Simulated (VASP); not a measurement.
# Si3As (P4/mmm) in VASP: a series of runs, part 2 of 2

VASP 6.6.1. Earlier steps stand in the parts before.

### 3 Single point, PBE

This run uses another cell than the first one, of 15.91 Å³/atom.

Input file INCAR:

```
  ALGO = Normal
  EDIFF = 1E-7
  ENCUT = 520
  GGA = PE
  ISIF = 2
  ISMEAR = 0
  LASPH = True
  LCHARG = True
  LELF = True
  LREAL = False
  LVHAR = True
  LWAVE = False
  NBANDS = 16
  NELM = 60
  PREC = Accurate
  SIGMA = 0.1
```

Input file KPOINTS:

```
k-points
0
Gamma
  14 14 8
```

Input file POSCAR:

```
Si3As
1.0
    3.3218254802      0.0000000000      0.0000000000
    0.0000000000      3.3218254802      0.0000000000
    0.0000000000      0.0000000000      5.7662796786
Si As
3 1
Direct
    0.5000000000      0.5000000000      0.2751639701
    0.5000000000      0.5000000000      0.7248360299
    0.0000000000      0.0000000000      0.5000000000
    0.0000000000      0.0000000000      0.0000000000
```

Potentials or basis: VASP PAW PBE potentials, release 64 (Si, As).

Started as:

```sh
$ cat potpaw_PBE.64/Si/POTCAR potpaw_PBE.64/As/POTCAR > POTCAR
$ mpirun -np 1 vasp_std > vasp.out
```

OUTCAR:

```text
EDIFF = 1E-7
   ENCUT = 520
   GGA = PE
   ISIF = 2
   ISMEAR = 0
   LASPH = True
   LREAL = False
   NELM = 60
   PREC = Accurate

 ion  position               nearest neighbor table
   1  0.500  0.500  0.275-   2 2.59   3 2.68   3 2.68   3 2.68   3 2.68   4 2.83   4 2.83   4 2.83
                             4 2.83
   2  0.500  0.500  0.725-   1 2.59   3 2.68   3 2.68   3 2.68   3 2.68   4 2.83   4 2.83   4 2.83
                             4 2.83
   3  0.000  0.000  0.500-   1 2.68   2 2.68   1 2.68   2 2.68   1 2.68   2 2.68   1 2.68   2 2.68
                             4 2.88   4 2.88
   4  0.000  0.000  0.000-   1 2.83   2 2.83   1 2.83   2 2.83   1 2.83   2 2.83   1 2.83   2 2.83
                             3 2.88   3 2.88

  LATTYP: Found a simple tetragonal cell.
 ALAT       =     3.3218254802
 C/A-ratio  =     1.7358767681

  Lattice vectors:

 A1 = (   3.3218254802,   0.0000000000,   0.0000000000)
 A2 = (   0.0000000000,   3.3218254802,   0.0000000000)
 A3 = (   0.0000000000,   0.0000000000,   5.7662796786)

Analysis of symmetry for initial positions (statically):
=====================================================================
 Subroutine PRICEL returns:
 Original cell was already a primitive cell.

 Routine SETGRP: Setting up the symmetry group for a
 simple tetragonal supercell.

 Subroutine GETGRP returns: Found 16 space group operations
 (whereof 16 operations were pure point group operations)
 out of a pool of 16 trial point group operations.

The static configuration has the point symmetry D_4h.

Analysis of symmetry for dynamics (positions and initial velocities):
=====================================================================
 Subroutine PRICEL returns:
 Original cell was already a primitive cell.

 Routine SETGRP: Setting up the symmetry group for a
 simple tetragonal supercell.

 Subroutine GETGRP returns: Found 16 space group operations
 (whereof 16 operations were pure point group operations)
 out of a pool of 16 trial point group operations.

The dynamic configuration has the point symmetry D_4h.

 Subroutine INISYM returns: Found 16 space group operations
 (whereof 16 operations are pure point group operations),
 and found     1 'primitive' translations

----------------------------------------------------------------------------------------

                                     Primitive cell

  volume of cell :      63.6282

  direct lattice vectors                    reciprocal lattice vectors
     3.321825480  0.000000000  0.000000000     0.301039295  0.000000000  0.000000000
     0.000000000  3.321825480  0.000000000     0.000000000  0.301039295  0.000000000
     0.000000000  0.000000000  5.766279679     0.000000000  0.000000000  0.173422043

  length of vectors
     3.321825480  3.321825480  5.766279679     0.301039295  0.301039295  0.173422043

  position of ions in fractional coordinates (direct lattice)
     0.500000000  0.500000000  0.275163970
     0.500000000  0.500000000  0.724836030
     0.000000000  0.000000000  0.500000000
     0.000000000  0.000000000  0.000000000

  ion indices of the primitive-cell ions
   primitive index   ion index
                 1           1
                 2           2
[... 30 lines left out ...]
            Coordinates               Weight
  0.000000  0.000000  0.000000      1.000000
  0.071429  0.000000  0.000000      4.000000
  0.142857  0.000000  0.000000      4.000000
  0.214286  0.000000  0.000000      4.000000
  0.285714  0.000000  0.000000      4.000000
  0.357143  0.000000  0.000000      4.000000
[... 16 lines left out ...]
  0.285714  0.214286  0.000000      8.000000
  0.357143  0.214286  0.000000      8.000000
 [... further k-points ...]
   k-points           NKPTS =    180   k-points in BZ     NKDIM =    180   number of bands    NBANDS=     16
   number of dos      NEDOS =    301   number of ions     NIONS =      4
   total plane-waves  NPLWV =  37632
   dimension x,y,z NGX =    28 NGY =   28 NGZ =   48
   dimension x,y,z NGXF=    56 NGYF=   56 NGZF=   96
   ions per type =               3   1
   NGX,Y,Z   is equivalent  to a cutoff of  14.01, 14.01, 13.84 a.u.
   NGXF,Y,Z  is equivalent  to a cutoff of  28.03, 28.03, 27.68 a.u.
 SYSTEM =  unknown system
   PREC   = accura    normal or accurate (medium, high low for compatibility)
   ISTART =      0    job   : 0-new  1-cont  2-samecut
   ICHARG =      2    charge: 1-file 2-atom 10-const
   ISPIN  =      1    spin polarized calculation?
   LNONCOLLINEAR =      F non collinear calculations
   LSORBIT =      F    spin-orbit coupling
   LASPH  =      T    aspherical Exc in radial PAW
   ENCUT  =  520.0 eV  38.22 Ry    6.18 a.u.   6.18  6.18 10.72*2*pi/ulx,y,z
   NELM   =     60;   NELMIN=  2; NELMDL= -5     # of ELM steps
   EDIFF  = 0.1E-06   stopping-criterion for ELM
   LREAL  =      F    real-space projection
   EDIFFG = 0.1E-05   stopping-criterion for IOM
   NSW    =      0    number of steps for IOM
   IBRION =     -1    ionic relax: 0-MD 1-quasi-New 2-CG
   NFREE  =      0    steps in history (QN), initial steepest desc. (CG)
   ISIF   =      2    stress and relaxation
   ISYM   =      2    0-nonsym 1-usesym 2-fastsym
   POTIM  = 0.5000    time-step for ionic-motion
   TEBEG  =    0.0;   TEEND  =   0.0 temperature during run
   PSTRESS=    0.0 pullay stress
   NELECT =      17.0000    total number of electrons
   NUPDOWN=      -1.0000    fix difference up-down
   EMIN   =  10.00;   EMAX   =-10.00  energy-range for DOS
   EFERMI =   0.00;   METHOD = LEGACY
   ISMEAR =     0;   SIGMA  =   0.10  broadening in eV -4-tet -1-fermi 0-gaus
   EFERMI_NEDOS =   21; number of points for ismear=-14 and -15
   IALGO  =     38    algorithm
   IMIX   =      4    mixing-type and parameters
     AMIX     =   0.40;   BMIX     =  1.00
     AMIX_MAG =   1.60;   BMIX_MAG =  1.00
  volume/ion in A,a.u.               =      15.91       107.35
  Fermi-wavevector in a.u.,A,eV,Ry     =   1.054406  1.992539 15.126588  1.111773
  Thomas-Fermi vector in A             =   2.189565
   LORBIT       =      0    0 simple, 1 ext, 2 COOP (PROOUT), +10 PAW based schemes
   GGA     = PE    functional components
   LHFCALC =     F    Hartree Fock is set to
   AEXX    =    0.0000 exact exchange contribution
   IVDW    =     0    specifies the selected vdW correction
   LEPSILON=     F    determine dielectric tensor
   LRPA    =     F    only Hartree local field effects (RPA)
 non-spin polarized calculation
 Gauss-broadening in eV      SIGMA  =   0.10
  energy-cutoff  :      520.00
  volume of cell :       63.63
 maximum number of plane-waves:      1736
 NGX is ok and might be reduce to    28
   NGX = 13   NGY = 13   NGZ = 21

 number of electron      17.0000001 magnetization

 Free energy of the ion-electron system (eV)
  ---------------------------------------------------
  ext. energy  EPLUGINS =         0.00000000
  ---------------------------------------------------
  free energy    TOTEN  =       -18.86523070 eV

  energy without entropy =      -18.85804404  energy(sigma->0) =      -18.86163737

 E-fermi :   8.8276     XC(G=0): -10.9935

 val. band max:        8.8263544301   @ k =   0.2857   0.1429   0.0000
 cond. band min:       8.8354185430   @ k =   0.4286   0.2143   0.0000
 fundamental gap:      0.0090641128
 Fermi energy:         8.8275933388

 k-point     1 :       0.0000    0.0000    0.0000
  band No.  band energies     occupation
      1      -5.7771      2.00000
      2      -1.9664      2.00000
      3      -0.6905      2.00000
      4       6.5867      2.00000
      5       6.5867      2.00000
      6       6.7856      2.00000
[... 433 lines left out ...]
      3       1.2821      2.00000
      4       1.5487      2.00000
      5       4.2551      2.00000
      6       4.5223      2.00000
[... 8 lines left out ...]
     15      15.6517      0.00000
     16      15.8077      0.00000

 [... further k-points ...]

------------------------ aborting loop because EDIFF is reached ----------------------------------------

  FORCE on cell =-STRESS in cart. coord.  units (eV):
  Direction    XX          YY          ZZ          XY          YZ          ZX
  --------------------------------------------------------------------------------------
  -------------------------------------------------------------------------------------
  Total        0.0252538      0.0252538      0.0159443      0.0000000     -0.0000000      0.0000000
  in kB        0.6358989      0.6358989      0.4014816      0.0000000     -0.0000000      0.0000000
  external PRESSURE =       0.5577598 kB  Pullay stress =       0.0000000 kB

 VOLUME and BASIS-vectors are now :
 -----------------------------------------------------------------------------
  energy-cutoff  :      520.00
  volume of cell :       63.63
      direct lattice vectors                 reciprocal lattice vectors
     3.321825480  0.000000000  0.000000000     0.301039295  0.000000000  0.000000000
     0.000000000  3.321825480  0.000000000     0.000000000  0.301039295  0.000000000
     0.000000000  0.000000000  5.766279679     0.000000000  0.000000000  0.173422043

 POSITION                                       TOTAL-FORCE (eV/Angst)
 -----------------------------------------------------------------------------------
      1.66091      1.66091      1.58667         0.000000     -0.000000      0.010074
      1.66091      1.66091      4.17961        -0.000000     -0.000000     -0.010074
      0.00000      0.00000      2.88314        -0.000000      0.000000      0.000000
      0.00000      0.00000      0.00000        -0.000000      0.000000      0.000000
 -----------------------------------------------------------------------------------
    total drift:                               -0.000000      0.000000     -0.000000

  FREE ENERGIE OF THE ION-ELECTRON SYSTEM (eV)
  ---------------------------------------------------
  free  energy   TOTEN  =       -18.8652306998 eV

  energy  without entropy=      -18.8580440415  energy(sigma->0) =      -18.86163737
```

It took 4.6 min on 1 thread of Intel Xeon 8259CL, shared host; peak memory 0.3 GiB.

What came out:

- Free energy: -18.8652 eV
- Pressure: 0.1 GPa
- Largest force: 0.010 eV/Å
- Band gap on the k mesh: zero (an odd number of electrons rules out a gap without spin polarisation)

Forces on the atoms (eV/Å):
```
Si   0.000  0.000  0.010
Si   0.000  0.000 -0.010
Si   0.000  0.000  0.000
As   0.000  0.000  0.000
```

### 4 Relaxation of cell and atoms, PBE

This run uses another cell than the first one, of 15.83 Å³/atom.

Input file INCAR:

```
PREC = Accurate
ENCUT = 600
EDIFF = 1E-7
ISMEAR = 0
SIGMA = 0.1
LREAL = False
LASPH = True
NELM = 100
ALGO = Normal
ISIF = 3
LWAVE = False
LCHARG = False
GGA = PE
IBRION = 2
NSW = 100
EDIFFG = -0.01
```

Input file KPOINTS:

```
Automatic mesh
0
Gamma
  14 14 8
```

Input file POSCAR:

```
Si3As
1.0
    3.2481978107      0.0000000000      0.0000000000
    0.0000000000      3.2481978107      0.0000000000
    0.0000000000      0.0000000000      6.0022460941
Si As
3 1
Direct
    0.5000000000      0.5000000000      0.2798349562
    0.5000000000      0.5000000000      0.7201650438
    0.0000000000      0.0000000000      0.5000000000
    0.0000000000      0.0000000000      0.0000000000
```

Potentials or basis: VASP PAW PBE potentials, release 64 (Si, As).

Started as:

```sh
$ cat potpaw_PBE.64/Si/POTCAR potpaw_PBE.64/As/POTCAR > POTCAR
$ mpirun -np 1 vasp_std > vasp.out
```

OUTCAR:

```text
PREC = Accurate
   ENCUT = 600
   EDIFF = 1E-7
   ISMEAR = 0
   LREAL = False
   LASPH = True
   NELM = 100
   ISIF = 3
   GGA = PE
   IBRION = 2
   NSW = 100
   EDIFFG = -0.01

 ion  position               nearest neighbor table
   1  0.500  0.500  0.280-   2 2.64   3 2.65   3 2.65   3 2.65   3 2.65   4 2.85   4 2.85   4 2.85
                             4 2.85
   2  0.500  0.500  0.720-   1 2.64   3 2.65   3 2.65   3 2.65   3 2.65   4 2.85   4 2.85   4 2.85
                             4 2.85
   3  0.000  0.000  0.500-   1 2.65   2 2.65   1 2.65   2 2.65   1 2.65   2 2.65   1 2.65   2 2.65
                             4 3.00   4 3.00
   4  0.000  0.000  0.000-   1 2.85   2 2.85   1 2.85   2 2.85   1 2.85   2 2.85   1 2.85   2 2.85
                             3 3.00   3 3.00

  LATTYP: Found a simple tetragonal cell.
 ALAT       =     3.2481978107
 C/A-ratio  =     1.8478696323

[... 401 lines left out ...]
      5       6.5650      2.00000
      6       6.7588      2.00000
      7       9.9691      0.00000
      8      10.0836      0.00000
      9      10.0836      0.00000
     10      10.2558      0.00000
     11      10.7309      0.00000
     12      11.1801      0.00000
[... 331 lines left out ...]
 k-point    24 :       0.3571    0.2143    0.0000
  band No.  band energies     occupation
      1      -3.6990      2.00000
      2      -0.6551      2.00000
      3       1.2701      2.00000
      4       1.5411      2.00000
      5       4.2400      2.00000
      6       4.5031      2.00000
      7       5.0788      2.00000
      8       7.6431      2.00000
      9       8.5218      1.99994
     10       8.9627      0.02757
     11      11.6234      0.00000
     12      11.8611      0.00000

 [... further k-points ...]

------------------------ aborting loop because EDIFF is reached ----------------------------------------

  FORCE on cell =-STRESS in cart. coord.  units (eV):
  Direction    XX          YY          ZZ          XY          YZ          ZX
  --------------------------------------------------------------------------------------
  -------------------------------------------------------------------------------------
  Total       -0.0206924     -0.0206924     -0.0062155      0.0000000     -0.0000000     -0.0000000
  in kB       -0.5202747     -0.5202747     -0.1562785      0.0000000     -0.0000000     -0.0000000
  external PRESSURE =      -0.3989427 kB  Pullay stress =       0.0000000 kB
[... 19 lines left out ...]
  FREE ENERGIE OF THE ION-ELECTRON SYSTEM (eV)
  ---------------------------------------------------
  free  energy   TOTEN  =       -18.8653303524 eV

  energy  without entropy=      -18.8580952537  energy(sigma->0) =      -18.86171280

 reached required accuracy - stopping structural energy minimisation
```

CONTCAR:

```text
Si3As
   1.00000000000000
     3.3241627015010913    0.0000000000000000    0.0000000000000000
    -0.0000000000000000    3.3241627015010913    0.0000000000000000
    -0.0000000000000000    0.0000000000000000    5.7666480755540173
  Si              As
     3     1
Direct
     0.5000000000000000    0.5000000000000000    0.2756301989526217
     0.5000000000000000    0.5000000000000000    0.7243698010473782
     0.0000000000000000    1.0000000000000000    0.5000000000000000
     0.0000000000000000    1.0000000000000000    0.0000000000000000

  0.00000000E+00  0.00000000E+00  0.00000000E+00
  0.00000000E+00  0.00000000E+00  0.00000000E+00
  0.00000000E+00  0.00000000E+00  0.00000000E+00
  0.00000000E+00  0.00000000E+00  0.00000000E+00
```

Wall time 33 min (1 thread of Intel Xeon 8259CL, shared host); peak memory 0.34 GiB.

Results:

- Free energy: -18.8653 eV
- Relaxed volume: 15.93 Å³/atom
- Relaxed cell: a = 3.324 Å, b = 3.324 Å, c = 5.767 Å, α = 90.00°, β = 90.00°, γ = 90.00°
- Space group after relaxing (to 0.1 Å): P4/mmm (No. 123)
- Energy gained by relaxing: 7.1 meV/atom
- Ionic steps: 19
- Pressure after relaxing: 0.0 GPa

The path:
```csv
step,energy change (eV),largest force (eV/Å),pressure (GPa),volume (Å³)
1,0.0000,0.0600,0.31,63.33
2,-0.0049,0.0399,-0.08,63.61
3,-0.0176,0.0095,-1.15,64.44
4,-0.0035,0.0557,-2.60,66.05
5,-0.0194,0.0080,-1.50,64.79
6,-0.0213,0.0116,-1.40,64.73
7,-0.0254,0.0070,-1.09,64.54
8,-0.0186,0.0023,-0.24,64.13
9,-0.0261,0.0016,-0.89,64.43
10,-0.0261,0.0024,-0.92,64.45
11,-0.0271,0.0086,-0.70,64.26
12,-0.0283,0.0214,-0.18,63.83
13,-0.0283,0.0234,-0.09,63.77
14,-0.0284,0.0217,-0.07,63.75
15,-0.0284,0.0176,-0.01,63.71
16,-0.0284,0.0093,0.10,63.64
17,-0.0284,0.0148,0.03,63.69
18,-0.0285,0.0111,0.01,63.70
19,-0.0285,0.0018,-0.04,63.72
```

Final structure:
```cif
data_structure
_symmetry_space_group_name_H-M 'P 1'
_symmetry_Int_Tables_number 1
_cell_length_a 3.3242
_cell_length_b 3.3242
_cell_length_c 5.7666
_cell_angle_alpha 90.000
_cell_angle_beta 90.000
_cell_angle_gamma 90.000
_cell_volume 63.72
loop_
_atom_site_label
_atom_site_type_symbol
_atom_site_fract_x
_atom_site_fract_y
_atom_site_fract_z
_atom_site_occupancy
Si1 Si 0.50000 0.50000 0.27563 1
Si2 Si 0.50000 0.50000 0.72437 1
Si3 Si 0.00000 0.00000 0.50000 1
As1 As 0.00000 0.00000 0.00000 1
```

Caveat: the highest band is partly filled, so the run has too few bands.

### 5 Overview

```csv
task,cell,k mesh,cutoff (eV),pressure (GPa),relaxed volume (Å³/atom),largest force (eV/Å)
relaxation of cell and atoms,"relaxed from a = 3.283, b = 3.283, c = 6.341 Å, 4 atoms, atomic positions A",6 × 6 × 4,600,0.0,15.95,0.01
single point,"a = 3.322, b = 3.322, c = 5.766 Å, 4 atoms, atomic positions B",14 × 14 × 8,520,0.1,-,0.01
relaxation of cell and atoms,"relaxed from a = 3.248, b = 3.248, c = 6.002 Å, 4 atoms, atomic positions C",14 × 14 × 8,600,0.0,15.93,-
```

Alike in all rows: level PBE; potentials or basis VASP PAW PBE potentials, release 64 (Si, As); no spin polarisation; smearing gaussian 0.1 eV.

Caveats: the highest band is partly filled, so the run has too few bands (at least some runs).

Total energies depend on the potentials used, so only differences within one code and one set of settings carry meaning.
